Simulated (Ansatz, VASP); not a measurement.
BiTe in VASP and in Ansatz

POSCAR

```
BiTe
1.0
    2.4227077728      1.3987509848      3.3172919545
   -2.4227077728      1.3987509848      3.3172919545
    0.0000000000     -2.7975019696      3.3172919545
Bi Te
1 1
Direct
    0.5000000000      0.5000000000      0.5000000000
    0.0000000000      0.0000000000      0.0000000000
```

The input INCAR.step1:

```
PREC = Accurate
ENCUT = 520
ISMEAR = -1
SIGMA = 0.1
LREAL = False
LASPH = True
NELM = 100
NBANDS = 18
GGA = PE
ALGO = Normal
EDIFF = 1E-4
LWAVE = True
LCHARG = False
```

File INCAR.step2:

```
PREC = Accurate
ENCUT = 520
EDIFF = 1E-6
ISMEAR = -1
SIGMA = 0.1
LREAL = False
LASPH = True
NELM = 100
ALGO = Normal
ISIF = 2
LWAVE = False
LCHARG = False
METAGGA = R2SCAN
LMIXTAU = True
NBANDS = 18
ISTART = 1
```

File KPOINTS:

```
Automatic mesh
0
Gamma
  12 12 12
```

Input for Ansatz:

```yaml
crystal:
  lattice:
    - [2.4227077728, 1.3987509848, 3.3172919545]
    - [-2.4227077728, 1.3987509848, 3.3172919545]
    - [0.0, -2.7975019696, 3.3172919545]
  atoms:
    - { symbol: Bi, position: [0.5, 0.5, 0.5] }
    - { symbol: Te, position: [0.0, 0.0, 0.0] }
basis:
  ecutwfc: 500
kpoints:
  mp_grid: { grid: [12, 12, 12] }
hamiltonian:
  xc: r2scan
scf:
  occupations: { method: fermi_dirac, width: 0.1 }
output:
  forces: true
  stress: true
  eigenvalues: true
```

Alike in both runs: task single point; functional r2SCAN; k mesh 12 × 12 × 12; occupations fermi-dirac, width 0.1 eV; no spin polarisation.

|  | VASP | Ansatz |
| --- | --- | --- |
| version | VASP 6.6.1 | Ansatz 0.2.0 |
| potentials or method | VASP PAW PBE potentials, release 64 (Bi_d, Te), cutoff 520 eV | scalar-relativistic, plane waves, PAW |
| valence electrons in the cell | 21 | 31 |

```tsv
	VASP	Ansatz	Ansatz less VASP
gap on the k mesh at the Fermi level (eV)	none	none	-
pressure (GPa)	-0.8	-0.7	+0.03
traceless stress, the component that is largest in VASP (GPa)	0.25	0.24	-0.006
```

VASP's potentials were made for PBE, not for r2SCAN. A gap of «none» marks a metal or a gap that the smearing closes. VASP's potentials hold 21 valence electrons a cell and Ansatz's 31, so a difference there can come from the potentials and not from the codes.

Spin-orbit coupling is off throughout.
